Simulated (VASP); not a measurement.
Set up this calculation in VASP 6.6.1, as the native input.

| Quantity | Value |
| --- | --- |
| Task | single point |
| Functional | LDA |
| Potentials or basis | VASP PAW LDA potentials, release 64 (Si, O) |
| Cutoff | 520 eV |
| k mesh | 6 × 6 × 8 |
| Occupations | gaussian, width 0.05 eV |
| Spin | no spin polarisation |
| Dipole correction | no |
| Further INCAR settings | ALGO = Normal; EDIFF = 1e-07; NBANDS = 25 |

The structure of SiO2 lies in POSCAR:

```
SiO2
1.0
    4.1302000000      0.0000000000      0.0000000000
    0.0000000000      4.1302000000      0.0000000000
    0.0000000000      0.0000000000      2.8529000000
Si O
2 4
Direct
    0.5000000000      0.5000000000      0.5000000000
    0.0000000000      0.0000000000      0.0000000000
    0.6944252994      0.6944252994      0.0000000000
    0.1944252994      0.8055747006      0.5000000000
    0.3055747006      0.3055747006      0.0000000000
    0.8055747006      0.1944252994      0.5000000000
```

The input as run:

INCAR

```
PREC = Accurate
ENCUT = 520
EDIFF = 1E-7
ISMEAR = 0
SIGMA = 0.05
LREAL = F
LASPH = T
NELM = 60
ALGO = Normal
ISIF = 2
LWAVE = F
LCHARG = F
NBANDS = 25
```

KPOINTS

```
Automatic mesh
0
Gamma
  6 6 8
```

Potentials or basis: VASP PAW LDA potentials, release 64 (Si, O).

Command:

```bash
$ cat potpaw_LDA.64/Si/POTCAR potpaw_LDA.64/O/POTCAR > POTCAR
$ mpirun -np 1 vasp_std > vasp.out
```

Results of the run:

```
Pressure               : -18.1 GPa
Largest force          : 0.201 eV/Å
Band gap on the k mesh : 4.51 eV
```

Caveat: the cell stands under tension.

Run time: 55 s on 1 thread of Intel Xeon 8259CL, with other jobs on the host, peak memory 0.17 GiB.
